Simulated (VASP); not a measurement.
# H (P1) in VASP: further runs, part 2 of 2

VASP 6.6.1. Earlier steps stand in the parts before.

### 3 Single point, PBEsol

Contents of INCAR:

```
SYSTEM = H
PREC = Accurate ; ENCUT = 520
EDIFF = 1E-6 ; ISMEAR = 0
SIGMA = 0.02 ; LREAL = .FALSE.
LASPH = .TRUE. ; NELM = 80
ALGO = Normal ; ISIF = 2
LWAVE = .FALSE. ; LCHARG = .FALSE.
GGA = PS ; NBANDS = 10
```

Contents of KPOINTS:

```
Automatic mesh
0
G
  2 2 2
  0 0 0
```

Contents of POSCAR:

```
H
1.0
    2.6106004258     -2.5489972608      0.0171045564
    2.5611606291      2.4984677729      0.0231136646
    0.0317472335      0.0048479850      4.1122446782
H
4
Direct
    0.9670020716      0.0132667702      0.0564372334
    0.4541963689      0.5721292699      0.4012082280
    0.5369673576      0.4431455253      0.4925972676
    0.0792056082      0.9373123850      0.9117002412
```

Potentials or basis: VASP PAW PBE potentials, release 64 (H).

Command:

```bash
cat potpaw_PBE.64/H/POTCAR > POTCAR
mpirun -np 1 vasp_std > vasp.out
```

OUTCAR:

```text
SYSTEM = H
   PREC = Accurate
   ENCUT = 520
   EDIFF = 1E-6
   ISMEAR = 0
   LREAL = .FALSE.
   LASPH = .TRUE.
   NELM = 80
   ISIF = 2
   GGA = PS

 ion  position               nearest neighbor table
   1  0.967  0.013  0.056-   4 0.77
   2  0.454  0.572  0.401-   3 0.66
   3  0.537  0.443  0.493-   2 0.66
   4  0.079  0.937  0.912-   1 0.77

  LATTYP: Found a triclinic cell.
 ALAT       =     5.4163700223
 B/A-ratio  =     0.6605986721
 C/A-ratio  =     1.0102706775
 COS(alpha) =     0.0066143854
 COS(beta)  =     0.5702144879
 COS(gamma) =     0.6508736415

  Lattice vectors:

 A1 = (   2.5294133956,   2.4936197879,  -4.0891310136)
 A2 = (   2.5611606291,   2.4984677729,   0.0231136646)
 A3 = (   2.5788531923,  -2.5538452458,  -4.0951401218)

Analysis of symmetry for initial positions (statically):
=====================================================================
 Subroutine PRICEL returns:
 Original cell was already a primitive cell.

 Routine SETGRP: Setting up the symmetry group for a
 triclinic supercell.

 Subroutine GETGRP returns: Found  1 space group operations
 (whereof  1 operations were pure point group operations)
 out of a pool of  2 trial point group operations.

The static configuration has the point symmetry C_1 .

Analysis of symmetry for dynamics (positions and initial velocities):
=====================================================================
 Subroutine PRICEL returns:
 Original cell was already a primitive cell.

 Routine SETGRP: Setting up the symmetry group for a
 triclinic supercell.

 Subroutine GETGRP returns: Found  1 space group operations
 (whereof  1 operations were pure point group operations)
 out of a pool of  2 trial point group operations.

The dynamic configuration has the point symmetry C_1 .

 Subroutine INISYM returns: Found  1 space group operations
 (whereof  1 operations are pure point group operations),
[... 109 lines left out ...]
   LHFCALC =     F    Hartree Fock is set to
   AEXX    =    0.0000 exact exchange contribution
   IVDW    =     0    specifies the selected vdW correction
   LEPSILON=     F    determine dielectric tensor
   LRPA    =     F    only Hartree local field effects (RPA)
 non-spin polarized calculation
 Gauss-broadening in eV      SIGMA  =   0.02
  energy-cutoff  :      520.00
  volume of cell :       53.67
 maximum number of plane-waves:      1462
 NGX is ok and might be reduce to    28
   NGX = 13   NGY = 13   NGZ = 15

 number of electron       3.9999999 magnetization

 Free energy of the ion-electron system (eV)
  ---------------------------------------------------
  ext. energy  EPLUGINS =         0.00000000
  ---------------------------------------------------
  free energy    TOTEN  =       -12.83894704 eV

  energy without entropy =      -12.83894704  energy(sigma->0) =      -12.83894704

 E-fermi :  -8.3770     XC(G=0):  -4.9432

 val. band max:       -8.4674759899   @ k =   0.0000   0.0000   0.0000
 cond. band min:       0.5508015244   @ k =  -0.0000   0.5000   0.5000
 fundamental gap:      9.0182775143
 Fermi energy:        -8.3770114223

 k-point     1 :       0.0000    0.0000    0.0000
  band No.  band energies     occupation
      1     -10.4336      2.00000
      2      -8.4675      2.00000
      3       3.1144      0.00000
      4       4.2430      0.00000
      5       5.1325      0.00000
      6       7.0303      0.00000
      7       7.2026      0.00000
      8       8.7355      0.00000
      9      11.1557      0.00000
     10      11.7684      0.00000
[... 79 lines left out ...]
 k-point     8 :       0.5000    0.5000    0.5000
  band No.  band energies     occupation
      1      -9.2253      2.00000
      2      -8.6158      2.00000
      3       2.4076      0.00000
      4       2.9093      0.00000
      5       4.0566      0.00000
      6       4.3341      0.00000
      7       4.5155      0.00000
      8       4.5688      0.00000
      9      15.0443      0.00000
     10      15.5174      0.00000

------------------------ aborting loop because EDIFF is reached ----------------------------------------

  FORCE on cell =-STRESS in cart. coord.  units (eV):
  Direction    XX          YY          ZZ          XY          YZ          ZX
  --------------------------------------------------------------------------------------
  -------------------------------------------------------------------------------------
  Total        0.1152074      1.8775909      0.7928556      0.4351459     -1.4949858     -0.2633830
  in kB        3.4395247     56.0556196     23.6707639     12.9913150    -44.6329149     -7.8633188
  external PRESSURE =      27.7219694 kB  Pullay stress =       0.0000000 kB

 VOLUME and BASIS-vectors are now :
 -----------------------------------------------------------------------------
  energy-cutoff  :      520.00
  volume of cell :       53.67
      direct lattice vectors                 reciprocal lattice vectors
     2.610600426 -2.548997261  0.017104556     0.191450087 -0.196242519 -0.001246674
     2.561160629  2.498467773  0.023113665     0.195325686  0.200034539 -0.001743771
     0.031747233  0.004847985  4.112244678    -0.001894187 -0.000308077  0.243191178

 POSITION                                       TOTAL-FORCE (eV/Angst)
 -----------------------------------------------------------------------------------
      2.56023     -2.43147      0.24893         0.042961     -0.185168     -0.245024
      2.66378      0.27365      1.67086         0.759326      3.672721     -2.596975
      2.55241     -0.25916      2.04511        -0.760386     -3.677248      2.603907
      2.63633      2.14437      3.77215        -0.041901      0.189695      0.238092
 -----------------------------------------------------------------------------------
    total drift:                                0.000194     -0.000022     -0.000027

  FREE ENERGIE OF THE ION-ELECTRON SYSTEM (eV)
  ---------------------------------------------------
  free  energy   TOTEN  =       -12.8389470380 eV

  energy  without entropy=      -12.8389470380  energy(sigma->0) =      -12.83894704
```

OSZICAR:

```text
N       E                     dE             d eps       ncg     rms          rms(c)
DAV:   1    -0.968901579194E+01   -0.96890E+01   -0.13307E+03   160   0.273E+02
DAV:   2    -0.139998695854E+02   -0.43109E+01   -0.42950E+01   198   0.400E+01
DAV:   3    -0.140825363990E+02   -0.82667E-01   -0.82632E-01   198   0.429E+00
DAV:   4    -0.140827431340E+02   -0.20673E-03   -0.20673E-03   166   0.247E-01
DAV:   5    -0.140827441420E+02   -0.10080E-05   -0.10080E-05   186   0.167E-02    0.657E+00
DAV:   6    -0.132117303802E+02    0.87101E+00   -0.46262E-01   166   0.242E+00    0.354E+00
DAV:   7    -0.128273802107E+02    0.38435E+00   -0.88342E-01   164   0.352E+00    0.407E-01
DAV:   8    -0.128397543589E+02   -0.12374E-01   -0.14312E-02   164   0.461E-01    0.189E-01
DAV:   9    -0.128389108779E+02    0.84348E-03   -0.20987E-03   164   0.208E-01    0.292E-02
DAV:  10    -0.128389330795E+02   -0.22202E-04   -0.72457E-05   170   0.425E-02    0.135E-02
DAV:  11    -0.128389467053E+02   -0.13626E-04   -0.14740E-05   164   0.200E-02    0.161E-03
DAV:  12    -0.128389470380E+02   -0.33271E-06   -0.79549E-07   168   0.515E-03
   1 F= -.12838947E+02 E0= -.12838947E+02  d E =-.183601E-11
```

stdout:

```text
POSCAR found type information on POSCAR H
 POSCAR found :  1 types and       4 ions
 scaLAPACK will be used
 -----------------------------------------------------------------------------
|                                                                             |
|                                                                             |
|     You enforced a specific xc type in the INCAR file but a different       |
|     I HOPE YOU KNOW WHAT YOU ARE DOING!                                     |
|                                                                             |
 -----------------------------------------------------------------------------

 LDA part: xc-table for (Slater+PW92), standard interpolation
 POSCAR, INCAR and KPOINTS ok, starting setup
 FFT: planning ... GRIDC
 FFT: planning ... GRID_SOFT
 FFT: planning ... GRID
 WAVECAR not read
 entering main loop
```

Wall time 11 s (1 thread of Intel Xeon 6975P-C, shared host); peak memory 0.14 GiB.

What came out:

- Free energy: -12.8389 eV
- Pressure: 2.8 GPa
- Largest force: 4.570 eV/Å
- Band gap on the k mesh: 9.02 eV, indirect (least direct gap 9.40 eV)

Forces on the atoms (eV/Å):
```
H    0.043 -0.185 -0.245
H    0.759  3.673 -2.597
H   -0.760 -3.677  2.604
H   -0.042  0.190  0.238
```

Stress tensor (GPa, compression positive):
```
 0.34  1.30 -0.79
 1.30  5.61 -4.46
-0.79 -4.46  2.37
```

Caveat: the k points lie up to 0.88 Å⁻¹ apart; the PAW data sets were made with another functional, which shifts forces and pressure a little. PBEsol gaps usually lie below the measured ones, often by a third to a half.

### 4 Single point, PBEsol

Contents of INCAR:

```
SYSTEM = H
  PREC = Accurate
  ENCUT = 520
  EDIFF = 1E-6
  ISMEAR = 0
  SIGMA = 0.02
  LREAL = .FALSE.
  LASPH = .TRUE.
  NELM = 100
  ALGO = Normal
  ISIF = 2
  LWAVE = .FALSE.
  LCHARG = .FALSE.
  GGA = PS
  NBANDS = 10
```

Contents of KPOINTS:

```
Automatic mesh
0
G
  4 4 2
  0 0 0
```

POSCAR is that of step 3.

Command:

```bash
cat potpaw_PBE.64/H/POTCAR > POTCAR
mpirun -np 1 vasp_std > vasp.out
```

Run time: 17 s. Hardware: 1 thread of Intel Xeon 6975P-C, shared host; peak memory 0.15 GiB.

Results (log left out):

```yaml
Free_energy: -12.8501 eV
Pressure: 2.7 GPa
Largest_force: 4.588 eV/Å
Band_gap_on_the_k_mesh: 9.02 eV, indirect (least direct gap 9.41 eV)
```

Forces on the atoms (eV/Å):
```
H    0.040 -0.170 -0.235
H    0.763  3.687 -2.602
H   -0.765 -3.693  2.614
H   -0.039  0.176  0.223
```

Stress tensor (GPa, compression positive):
```
 0.14  1.27 -0.80
 1.27  5.46 -4.46
-0.80 -4.46  2.45
```

Levels at points of the mesh, in eV from the valence-band top:
```tsv
k point	band 1	band 2	band 3	band 4	band 5	band 6	band 7
(0.00, 0.00, 0.00)	-1.96	0.00	11.59	12.71	13.60	15.50	15.67
(0.50, 0.00, 0.00)	-1.14	-0.54	10.51	11.27	13.96	14.73	17.25
(0.00, 0.50, 0.00)	-1.09	-0.52	10.58	11.16	13.62	15.16	17.24
(0.50, 0.50, 0.00)	-0.86	-0.24	9.54	10.51	14.37	15.65	15.89
(0.00, 0.00, 0.50)	-1.31	-0.67	10.22	11.42	15.45	15.90	17.43
(0.50, 0.00, 0.50)	-1.01	-0.40	9.07	9.62	15.93	16.33	17.29
(0.00, 0.50, 0.50)	-0.95	-0.38	9.02	9.81	15.86	16.16	16.69
(0.50, 0.50, 0.50)	-0.76	-0.15	10.88	11.38	12.52	12.80	12.98
```

Caveat: the k points lie up to 0.76 Å⁻¹ apart; the PAW data sets were made with another functional, which shifts forces and pressure a little. A k mesh can miss the band edges.

### 5 The runs side by side

```csv
k mesh,gap on the mesh (eV),pressure (GPa),largest force (eV/Å)
1 × 1 × 1,11.72,-1.2,5.11
2 × 2 × 2,9.02,2.8,4.57
4 × 4 × 2,9.02,2.7,4.59
```

Alike in all rows: task single point; level PBEsol; potentials or basis VASP PAW PBE potentials, release 64 (H); no spin polarisation; cell as given; cutoff (eV) 520; smearing gaussian 0.02 eV.

Caveats: all runs use coarse meshes; the PAW data sets were made with another functional, which shifts forces and pressure a little.

Total energies depend on the potentials used, so only differences within one code and one set of settings carry meaning.
